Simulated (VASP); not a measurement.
Here is a VASP 6.6.1 calculation.

The input INCAR:

```
SYSTEM = NbAs
PREC = Accurate
ENCUT = 520
EDIFF = 1E-7
ISMEAR = -1
SIGMA = 0.05
LREAL = .False.
LASPH = .True.
NELM = 100
ALGO = Normal
ISIF = 2
LWAVE = .False.
LCHARG = .True.
LELF = .True.
LVHAR = .True.
NBANDS = 26
```

The input KPOINTS:

```
Automatic mesh
0
Gamma
  11 11 11
  0 0 0
```

File POSCAR:

```
NbAs
1.0
   -1.7258500000      1.7258500000      5.8400000000
    1.7258500000     -1.7258500000      5.8400000000
    1.7258500000      1.7258500000     -5.8400000000
Nb As
2 2
Direct
    0.5000000000      0.0000000000      0.5000000000
    0.7500000000      0.7500000000      0.0000000000
    0.9160000000      0.4160000000      0.5000000000
    0.1660000000      0.1660000000      0.0000000000
```

Potentials or basis: VASP PAW LDA potentials, release 64 (Nb_sv, As).

Launch:

```sh
$ cat potpaw_LDA.64/Nb_sv/POTCAR potpaw_LDA.64/As/POTCAR > POTCAR
$ mpirun -np 1 vasp_std > vasp.out
```

**Question.** Predict the pressure.

**Answer.** -5.2 GPa.

**Question.** What does it give for the largest force?

**Answer.** 0.279 eV/Å.

Forces on the atoms (eV/Å):
```
Nb   0.000  0.000 -0.279
Nb   0.000  0.000 -0.279
As   0.000  0.000  0.279
As   0.000  0.000  0.279
```
